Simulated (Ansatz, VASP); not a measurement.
## O in VASP and in Ansatz

The input POSCAR:

```
O
1.0
    1.6749479049      0.9670316238      3.7319995215
   -1.6749479049      0.9670316238      3.7319995215
    0.0000000000     -1.9340632475      3.7319995215
O
2
Direct
    0.0546147200      0.0546147200      0.0546147200
    0.9453852800      0.9453852800      0.9453852800
```

File INCAR.step1:

```
SYSTEM = O
PREC = Accurate ; ENCUT = 520
ISMEAR = 0 ; SIGMA = 0.05
LREAL = .FALSE. ; LASPH = .TRUE.
NELM = 60 ; NBANDS = 13
GGA = PE ; ALGO = Normal
EDIFF = 1E-4 ; LWAVE = .TRUE.
LCHARG = .FALSE.
```

Contents of INCAR.step2:

```
SYSTEM = O
PREC = Accurate ; ENCUT = 520
EDIFF = 1E-7 ; ISMEAR = 0
SIGMA = 0.05 ; LREAL = .FALSE.
LASPH = .TRUE. ; NELM = 60
ALGO = Normal ; ISIF = 2
LWAVE = .FALSE. ; LCHARG = .FALSE.
METAGGA = R2SCAN ; LMIXTAU = .TRUE.
NBANDS = 13 ; ISTART = 1
```

KPOINTS

```
Automatic mesh
0
G
  9 9 9
  0 0 0
```

Contents of input.yaml:

```yaml
crystal:
  lattice:
    - [1.6749479049, 0.9670316238, 3.7319995215]
    - [-1.6749479049, 0.9670316238, 3.7319995215]
    - [0.0, -1.9340632475, 3.7319995215]
  atoms:
    - { symbol: O, position: [0.05461472, 0.05461472, 0.05461472] }
    - { symbol: O, position: [0.94538528, 0.94538528, 0.94538528] }
hamiltonian:
  xc: r2scan
  pseudopotentials: { kind: paw, accuracy: standard }
kpoints:
  mp_grid: { grid: [9, 9, 9] }
scf:
  occupations: { method: gaussian, width: 0.05 }
  n_extra_bands: 6
output:
  forces: true
  stress: true
  eigenvalues: true
  dos: { projected: false, de: 0.05, nscf_kmesh: { grid: [14, 14, 14] } }
```

Alike in both runs: functional r2SCAN; k mesh 9 × 9 × 9; occupations gaussian, width 0.05 eV; no spin polarisation.

|  | VASP | Ansatz |
| --- | --- | --- |
| version | VASP 6.6.1 | Ansatz 0.2.0 |
| potentials or method | VASP PAW PBE potentials, release 64 (O) | SSSP efficiency PAW |
| plane-wave cutoff (eV) | 520 | 680 |
| valence electrons in the cell | 12 | 12 |
| task | single point | density of states |

Ansatz gave:

| Property | Result |
| --- | --- |
| gap on the k mesh at the Fermi level (eV) | none |
| pressure (GPa) | -5.2 |
| traceless stress, the component that is largest in VASP (GPa) | -0.69 |
| rms of the force components (eV/Å) | 0.509 |

Task: Estimate VASP's values.

Result: gap on the k mesh at the Fermi level (eV): none; pressure (GPa): -3.6; traceless stress, the component that is largest in VASP (GPa): 2.95; rms of the force components (eV/Å): 0.081.

VASP's potentials were made for PBE, not for r2SCAN. Atom by atom the forces differ by 0.590 eV/Å (rms over components). A gap of «none» marks a metal or a gap that the smearing closes. One of these differences is far larger than is usual between the two programs; its cause wasn't traced.

Noted on VASP's run: the standard files for N, O and F lose accuracy on very short bonds; spin is off for a triplet molecule. Noted on Ansatz's run: spin is off for a triplet molecule.
